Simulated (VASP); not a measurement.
Wanted: the native input for a VASP 6.6.1 run.

- Task: single point
- Functional: PBE
- Potentials or basis: VASP PAW PBE potentials, release 64 (La, B, Ir)
- Cutoff: 520 eV
- k mesh: 7 × 7 × 7
- Occupations: fermi-dirac, width 0.0804 eV
- Spin: no spin polarisation
- Dipole correction: no
- Further INCAR settings: ALGO = Normal; EDIFF = 1e-06; NBANDS = 22

The structure of LaB3Ir lies in POSCAR:

```
LaB3Ir
1.0
    0.0000000000      3.5085845348      0.0000000000
    3.5085845348      0.0000000000      0.0000000000
    1.7542922674      1.7542922674     -5.4032920967
La B Ir
1 3 1
Direct
   -0.0110287494     -0.0110287494      0.0220574988
    0.7859157515      0.2859157515      0.4281684971
    0.2859157515      0.7859157515      0.4281684971
    0.3533684293      0.3533684293      0.2932631415
    0.6753288172      0.6753288172      0.6493423656
```

One way to write it, as run:

INCAR

```
PREC = Accurate
ENCUT = 520
EDIFF = 1E-6
ISMEAR = -1
SIGMA = 0.0804
LREAL = F
LASPH = T
NELM = 100
ALGO = Normal
ISIF = 2
LWAVE = F
LCHARG = F
GGA = PE
NBANDS = 22
```

KPOINTS

```
Automatic mesh
0
Gamma
  7 7 7
```

Potentials or basis: VASP PAW PBE potentials, release 64 (La, B, Ir).

The run is started by

```sh
$ cat potpaw_PBE.64/La/POTCAR potpaw_PBE.64/B/POTCAR potpaw_PBE.64/Ir/POTCAR > POTCAR
$ mpirun -np 1 vasp_std > vasp.out
```

It gave:

The pressure is 0.3 GPa and the largest force is 0.127 eV/Å.

It took 39 s on 1 thread of Intel(R) Xeon(R) 6975P-C (Granite Rapids) (shared host), peak memory 0.23 GiB.
